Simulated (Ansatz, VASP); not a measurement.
**WS2 in VASP and in Ansatz**

Contents of INCAR:

```
PREC = Accurate
ENCUT = 520
EDIFF = 1E-7
ISMEAR = 0
SIGMA = 0.05
LREAL = False
LASPH = True
NELM = 60
ALGO = Normal
ISIF = 2
LWAVE = False
LCHARG = True
GGA = PE
IVDW = 12
LELF = True
LVHAR = True
NBANDS = 35
```

KPOINTS

```
regular mesh
0
Gamma
  12 12 4
```

POSCAR

```
WS2
1.0
    3.1542061832      0.0000000000      0.0000000000
   -1.5771030916      2.7316226834      0.0000000000
    0.0000000000      0.0000000000     12.1399091344
W S
2 4
Direct
    0.3333333333      0.6666666667      0.2500000000
    0.6666666667      0.3333333333      0.7500000000
    0.3607895411      0.7215790822      0.5955755389
    0.6666666667      0.3333333333      0.1202874207
    0.3333333333      0.6666666667      0.8797125793
    0.6666666667      0.3333333333      0.3797125793
```

Input for Ansatz:

```yaml
crystal:
  lattice:
    - [3.1542061832, 0.0, 0.0]
    - [-1.5771030916, 2.7316226834, 0.0]
    - [0.0, 0.0, 12.1399091344]
  atoms:
    - { symbol: W, position: [0.3333333333, 0.6666666667, 0.25] }
    - { symbol: W, position: [0.6666666667, 0.3333333333, 0.75] }
    - { symbol: S, position: [0.3607895411, 0.7215790822, 0.5955755389] }
    - { symbol: S, position: [0.6666666667, 0.3333333333, 0.1202874207] }
    - { symbol: S, position: [0.3333333333, 0.6666666667, 0.8797125793] }
    - { symbol: S, position: [0.6666666667, 0.3333333333, 0.3797125793] }
basis:
  ecutwfc: 420
kpoints:
  mp_grid: { grid: [12, 12, 4] }
hamiltonian:
  xc: pbe
  dispersion: d3bj
scf:
  occupations: { method: gaussian, width: 0.05 }
output:
  forces: true
  stress: true
  eigenvalues: true
```

Alike in both runs: task single point; functional PBE; dispersion D3(BJ); k mesh 12 × 12 × 4; occupations gaussian, width 0.05 eV; no spin polarisation.

|  | VASP | Ansatz |
| --- | --- | --- |
| version | VASP 6.6.1 | Ansatz 0.2.0 |
| potentials or method | VASP PAW PBE potentials, release 64 (W_sv, S), cutoff 520 eV | scalar-relativistic, plane waves, PAW |
| valence electrons in the cell | 52 | 52 |

```csv
,VASP,Ansatz,Ansatz less VASP
gap on the k mesh at the Fermi level (eV),0.60,0.59,-0.015
least direct gap on the mesh (eV),1.68,1.67,-0.009
pressure (GPa),-5.5,-5.4,+0.04
"traceless stress, the component that is largest in VASP (GPa)",-4.82,-4.83,-0.006
rms of the force components (eV/Å),1.183,1.182,-0.0012
```

Atom by atom the forces differ by 0.002 eV/Å (rms over components).

Neither program's run includes spin-orbit coupling.
